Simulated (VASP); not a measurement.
A run of VASP 6.6.1 is set up as follows.

INCAR

```
SYSTEM = AlNi
ALGO = Normal ; EDIFF = 1E-7
ENCUT = 520 ; GGA = PE
ISIF = 2 ; ISMEAR = 0
LASPH = .True. ; LCHARG = .False.
LREAL = .False. ; LWAVE = .False.
NBANDS = 14 ; NELM = 60
PREC = Accurate ; SIGMA = 0.1
```

File KPOINTS:

```
k-points
0
Gamma
  14 14 14
  0 0 0
```

File POSCAR:

```
AlNi
1.0
    2.7790138335      0.0000000000      0.0000000000
    0.0000000000      2.7790138335      0.0000000000
    0.0000000000      0.0000000000      2.7790138335
Al Ni
1 1
Direct
    0.5000000000      0.5000000000      0.5000000000
    0.0000000000      0.0000000000      0.0000000000
```

Potentials or basis: VASP PAW PBE potentials, release 64 (Al, Ni).

Run with:

```bash
$ cat potpaw_PBE.64/Al/POTCAR potpaw_PBE.64/Ni/POTCAR > POTCAR
$ mpirun -np 1 vasp_std > vasp.out
```

Task: What does it give for the pressure?

Result: 24.9 GPa.

Task: Predict the band gap on the k mesh.

Result: Zero (an odd number of electrons rules out a gap without spin polarisation).

Caveat: the cell stands under pressure. Spin polarisation is off, so any magnetic state and its effect on volume and gap are missing.
